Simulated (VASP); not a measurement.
Input of a VASP 6.6.1 run:

Contents of INCAR:

```
SYSTEM = NbP
ALGO = Normal
EDIFF = 1E-6
ENCUT = 520
GGA = RP
ISIF = 2
ISMEAR = -1
LASPH = .True.
LCHARG = .False.
LREAL = .False.
LWAVE = .False.
NBANDS = 26
NELM = 80
PREC = Accurate
SIGMA = 0.05
```

KPOINTS

```
k-points
0
Gamma
  11 11 11
  0 0 0
```

The input POSCAR:

```
NbP
1.0
   -1.6749232544      1.6749232544      5.7401081759
    1.6749232544     -1.6749232544      5.7401081759
    1.6749232544      1.6749232544     -5.7401081759
Nb P
2 2
Direct
    0.2498808000      0.7498808000      0.5000000000
    0.4998808000      0.4998808000      0.0000000000
    0.8327477700      0.3327477700      0.5000000000
    0.0827477700      0.0827477700      0.0000000000
```

Potentials or basis: VASP PAW PBE potentials, release 64 (Nb_sv, P).

Command:

```console
$ cat potpaw_PBE.64/Nb_sv/POTCAR potpaw_PBE.64/P/POTCAR > POTCAR
$ mpirun -np 1 vasp_std > vasp.out
```

**Question.** What does it give for the largest force?

**Answer.** 0.014 eV/Å.

**Question.** What does it give for the band gap on the k mesh?

**Answer.** Zero (filled and empty bands touch).

Stress tensor (GPa, compression positive):
```
1.14 0.00 0.00
0.00 1.14 0.00
0.00 0.00 0.63
```

Caveat: the PAW data sets were made with another functional, which shifts forces and pressure a little.
